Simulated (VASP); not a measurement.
# W (Im-3m) in VASP: notebook

Runs on W. Level: PBEsol. Tasks: single point.

Program: VASP 6.6.1. These are calculated values, not measurements. Logs are shortened: lines on timing, memory, paths and dates and some standing lists are left out, and cuts for length are marked.

## Step 1: The cell of the first run

The structure is cubic, space group Im-3m (No. 229). The conventional cell has a = 3.154 Å, b = 3.154 Å, c = 3.154 Å, α = 90.00°, β = 90.00°, γ = 90.00°. Within 3.6 Å of W (site symmetry m-3m) lie 14 W at 2.73 to 3.15 Å.

## Step 2: Single point, PBEsol

The input, INCAR:

```
  PREC = Accurate
  ENCUT = 520
  EDIFF = 1E-6
  ISMEAR = -1
  SIGMA = 0.1
  LREAL = F
  LASPH = T
  NELM = 80
  ALGO = Normal
  ISIF = 2
  LWAVE = F
  LCHARG = F
  GGA = PS
  NBANDS = 13
```

The input, KPOINTS:

```
Automatic mesh
0
Gamma
  19 19 19
```

The input, POSCAR:

```
W
1.0
   -1.5769517525      1.5769517525      1.5769517525
    1.5769517525     -1.5769517525      1.5769517525
    1.5769517525      1.5769517525     -1.5769517525
W
1
Direct
    0.0000000000      0.0000000000      0.0000000000
```

Potentials or basis: VASP PAW PBE potentials, release 64 (W_sv).

On the command line:

```bash
$ cat potpaw_PBE.64/W_sv/POTCAR > POTCAR
$ mpirun -np 1 vasp_std > vasp.out
```

OUTCAR:

```text
PREC = Accurate
   ENCUT = 520
   EDIFF = 1E-6
   ISMEAR = -1
   LREAL = F
   LASPH = T
   NELM = 80
   ISIF = 2
   GGA = PS

 ion  position               nearest neighbor table
   1  0.000  0.000  0.000-

  LATTYP: Found a body centered cubic cell.
 ALAT       =     3.1539035050

  Lattice vectors:

 A1 = (  -1.5769517525,   1.5769517525,   1.5769517525)
 A2 = (   1.5769517525,  -1.5769517525,   1.5769517525)
 A3 = (   1.5769517525,   1.5769517525,  -1.5769517525)

Analysis of symmetry for initial positions (statically):
=====================================================================
 Subroutine PRICEL returns:
 Original cell was already a primitive cell.

 Routine SETGRP: Setting up the symmetry group for a
 body centered cubic supercell.

 Subroutine GETGRP returns: Found 48 space group operations
 (whereof 48 operations were pure point group operations)
 out of a pool of 48 trial point group operations.

The static configuration has the point symmetry O_h .

Analysis of symmetry for dynamics (positions and initial velocities):
=====================================================================
 Subroutine PRICEL returns:
 Original cell was already a primitive cell.

 Routine SETGRP: Setting up the symmetry group for a
 body centered cubic supercell.

 Subroutine GETGRP returns: Found 48 space group operations
 (whereof 48 operations were pure point group operations)
 out of a pool of 48 trial point group operations.

The dynamic configuration has the point symmetry O_h .

 Subroutine INISYM returns: Found 48 space group operations
 (whereof 48 operations are pure point group operations),
 and found     1 'primitive' translations

----------------------------------------------------------------------------------------

                                     Primitive cell

  volume of cell :      15.6861

  direct lattice vectors                    reciprocal lattice vectors
    -1.576951753  1.576951753  1.576951753     0.000000000  0.317067405  0.317067405
     1.576951753 -1.576951753  1.576951753     0.317067405  0.000000000  0.317067405
     1.576951753  1.576951753 -1.576951753     0.317067405  0.317067405  0.000000000

  length of vectors
     2.731360556  2.731360556  2.731360556     0.448401024  0.448401024  0.448401024

  position of ions in fractional coordinates (direct lattice)
     0.000000000  0.000000000  0.000000000

  ion indices of the primitive-cell ions
   primitive index   ion index
                 1           1

----------------------------------------------------------------------------------------

 KPOINTS: Automatic mesh

Automatic generation of k-mesh.
 Grid dimensions read from file:
 generate k-points for:   19   19   19

 Generating k-lattice:

  Cartesian coordinates                     Fractional coordinates (reciprocal lattice)
     0.000000000  0.016687758  0.016687758     0.052631579  0.000000000  0.000000000
     0.016687758  0.000000000  0.016687758     0.000000000  0.052631579  0.000000000
     0.016687758  0.016687758  0.000000000     0.000000000  0.000000000  0.052631579

  Length of vectors
     0.023600054  0.023600054  0.023600054

  Shift w.r.t. Gamma in fractional coordinates (k-lattice)
     0.000000000  0.000000000  0.000000000

 Subroutine IBZKPT returns following result:
 ===========================================

 Found    220 irreducible k-points:

 Following reciprocal coordinates:
            Coordinates               Weight
  0.000000  0.000000  0.000000      1.000000
  0.052632  0.000000  0.000000     12.000000
  0.105263  0.000000  0.000000     12.000000
  0.157895  0.000000  0.000000     12.000000
  0.210526  0.000000  0.000000     12.000000
  0.263158  0.000000  0.000000     12.000000
[... 16 lines left out ...]
  0.263158  0.105263  0.000000     48.000000
  0.315789  0.105263  0.000000     48.000000
 [... further k-points ...]
   k-points           NKPTS =    220   k-points in BZ     NKDIM =    220   number of bands    NBANDS=     13
   number of dos      NEDOS =    301   number of ions     NIONS =      1
   total plane-waves  NPLWV =   8000
   dimension x,y,z NGX =    20 NGY =   20 NGZ =   20
   dimension x,y,z NGXF=    40 NGYF=   40 NGZF=   40
   ions per type =               1
   NGX,Y,Z   is equivalent  to a cutoff of  12.17, 12.17, 12.17 a.u.
   NGXF,Y,Z  is equivalent  to a cutoff of  24.35, 24.35, 24.35 a.u.
 SYSTEM =  unknown system
   PREC   = accura    normal or accurate (medium, high low for compatibility)
   ISTART =      0    job   : 0-new  1-cont  2-samecut
   ICHARG =      2    charge: 1-file 2-atom 10-const
   ISPIN  =      1    spin polarized calculation?
   LNONCOLLINEAR =      F non collinear calculations
   LSORBIT =      F    spin-orbit coupling
   LASPH  =      T    aspherical Exc in radial PAW
   ENCUT  =  520.0 eV  38.22 Ry    6.18 a.u.   5.08  5.08  5.08*2*pi/ulx,y,z
   NELM   =     80;   NELMIN=  2; NELMDL= -5     # of ELM steps
   EDIFF  = 0.1E-05   stopping-criterion for ELM
   LREAL  =      F    real-space projection
   EDIFFG = 0.1E-04   stopping-criterion for IOM
   NSW    =      0    number of steps for IOM
   IBRION =     -1    ionic relax: 0-MD 1-quasi-New 2-CG
   NFREE  =      0    steps in history (QN), initial steepest desc. (CG)
   ISIF   =      2    stress and relaxation
   ISYM   =      2    0-nonsym 1-usesym 2-fastsym
   POTIM  = 0.5000    time-step for ionic-motion
   TEBEG  =    0.0;   TEEND  =   0.0 temperature during run
   PSTRESS=    0.0 pullay stress
   NELECT =      14.0000    total number of electrons
   NUPDOWN=      -1.0000    fix difference up-down
   EMIN   =  10.00;   EMAX   =-10.00  energy-range for DOS
   EFERMI =   0.00;   METHOD = LEGACY
   ISMEAR =    -1;   SIGMA  =   0.10  broadening in eV -4-tet -1-fermi 0-gaus
   EFERMI_NEDOS =   21; number of points for ismear=-14 and -15
   IALGO  =     38    algorithm
   IMIX   =      4    mixing-type and parameters
     AMIX     =   0.40;   BMIX     =  1.00
     AMIX_MAG =   1.60;   BMIX_MAG =  1.00
  volume/ion in A,a.u.               =      15.69       105.86
  Fermi-wavevector in a.u.,A,eV,Ry     =   1.576204  2.978594 33.802576  2.484419
  Thomas-Fermi vector in A             =   2.677072
   LORBIT       =      0    0 simple, 1 ext, 2 COOP (PROOUT), +10 PAW based schemes
   GGA     = PS    functional components
   LHFCALC =     F    Hartree Fock is set to
   AEXX    =    0.0000 exact exchange contribution
   IVDW    =     0    specifies the selected vdW correction
   LEPSILON=     F    determine dielectric tensor
   LRPA    =     F    only Hartree local field effects (RPA)
 non-spin polarized calculation
  energy-cutoff  :      520.00
  volume of cell :       15.69
 maximum number of plane-waves:       435
   NGX = 11   NGY = 11   NGZ = 11

 number of electron      14.0000005 magnetization

 Free energy of the ion-electron system (eV)
  ---------------------------------------------------
  ext. energy  EPLUGINS =         0.00000000
  ---------------------------------------------------
  free energy    TOTEN  =       -13.81349350 eV

  energy without entropy =      -13.79939650  energy(sigma->0) =      -13.80644500

 E-fermi :  11.4031     XC(G=0): -13.8202

 val. band max:       11.3935326155   @ k =  -0.3158   0.3158   0.2105
 cond. band min:      11.4575749683   @ k =  -0.4737   0.4737   0.2105
 fundamental gap:      0.0640423528
 Fermi energy:        11.4031137570

 k-point     1 :       0.0000    0.0000    0.0000
  band No.  band energies     occupation
      1     -62.7025      2.00000
      2     -26.2446      2.00000
      3     -26.2446      2.00000
      4     -26.2446      2.00000
      5       1.7155      2.00000
      6      10.1760      1.99999
      7      10.1760      1.99999
      8      10.1760      1.99999
      9      13.6889      0.00000
     10      13.6889      0.00000
     11      25.9922      0.00000
     12      25.9922      0.00000
     13      25.9922      0.00000

 k-point     2 :       0.0526    0.0000    0.0000
  band No.  band energies     occupation
      1     -62.6987      2.00000
      2     -26.2840      2.00000
      3     -26.2569      2.00000
      4     -26.2448      2.00000
      5       1.8523      2.00000
      6      10.0921      2.00000
      7      10.1578      1.99999
      8      10.3079      1.99996
      9      13.5519      0.00000
     10      13.6895      0.00000
     11      26.1109      0.00000
     12      26.2243      0.00000
     13      26.3346      0.00000

 k-point     3 :       0.1053    0.0000    0.0000
  band No.  band energies     occupation
      1     -62.6877      2.00000
      2     -26.3970      2.00000
      3     -26.2921      2.00000
      4     -26.2454      2.00000
      5       2.2488      2.00000
      6       9.8586      2.00000
      7      10.0801      2.00000
      8      10.6994      1.99824
      9      13.2490      0.00000
     10      13.6973      0.00000
     11      26.4169      0.00000
     12      26.9010      0.00000
     13      27.2264      0.00000
[... 305 lines left out ...]
 k-point    23 :       0.2632    0.1053    0.0000
  band No.  band energies     occupation
      1     -62.5978      2.00000
      2     -27.2127      2.00000
      3     -26.5731      2.00000
      4     -26.3020      2.00000
      5       5.2236      2.00000
      6       8.4285      2.00000
      7       9.3285      2.00000
      8      13.0132      0.00000
      9      14.3774      0.00000
     10      15.0890      0.00000
     11      25.1512      0.00000
     12      26.6867      0.00000
     13      31.3103      0.00000

 k-point    24 :       0.3158    0.1053    0.0000
  band No.  band energies     occupation
      1     -62.5793      2.00000
      2     -27.3645      2.00000
      3     -26.6435      2.00000
      4     -26.3046      2.00000
      5       5.4612      2.00000
      6       8.1750      2.00000
      7       9.8805      2.00000
      8      13.3135      0.00000
      9      14.5095      0.00000
     10      16.3610      0.00000
     11      24.0353      0.00000
     12      25.2838      0.00000
     13      30.0199      0.00000

 [... further k-points ...]
[... 5 lines left out ...]
  --------------------------------------------------------------------------------------
  -------------------------------------------------------------------------------------
  Total        0.0632443      0.0632443      0.0632443      0.0000000     -0.0000000      0.0000000
  in kB        6.4597632      6.4597632      6.4597632      0.0000000     -0.0000000      0.0000000
  external PRESSURE =       6.4597632 kB  Pullay stress =       0.0000000 kB

 VOLUME and BASIS-vectors are now :
 -----------------------------------------------------------------------------
  energy-cutoff  :      520.00
  volume of cell :       15.69
      direct lattice vectors                 reciprocal lattice vectors
    -1.576951753  1.576951753  1.576951753     0.000000000  0.317067405  0.317067405
     1.576951753 -1.576951753  1.576951753     0.317067405  0.000000000  0.317067405
     1.576951753  1.576951753 -1.576951753     0.317067405  0.317067405  0.000000000

 POSITION                                       TOTAL-FORCE (eV/Angst)
 -----------------------------------------------------------------------------------
      0.00000      0.00000      0.00000         0.000000     -0.000000      0.000000
 -----------------------------------------------------------------------------------
    total drift:                                0.000000     -0.000000      0.000000

  FREE ENERGIE OF THE ION-ELECTRON SYSTEM (eV)
  ---------------------------------------------------
  free  energy   TOTEN  =       -13.8134934984 eV

  energy  without entropy=      -13.7993965042  energy(sigma->0) =      -13.80644500
```

It took 13 s on 1 thread of AMD EPYC 9R45 (Zen 5), shared host; peak memory 0.13 GiB.

Results:

| Item | Value |
| --- | --- |
| Free energy | -13.8135 eV |
| Pressure | 0.6 GPa |
| Band gap on the k mesh | zero (bands 7 and 8 overlap by 6.16 eV) |

Caveat: the PAW data sets were made with another functional, which shifts forces and pressure a little; spin-orbit coupling is left out, which moves the levels of the heavy elements.

(Part 1 of 2 ends here.)
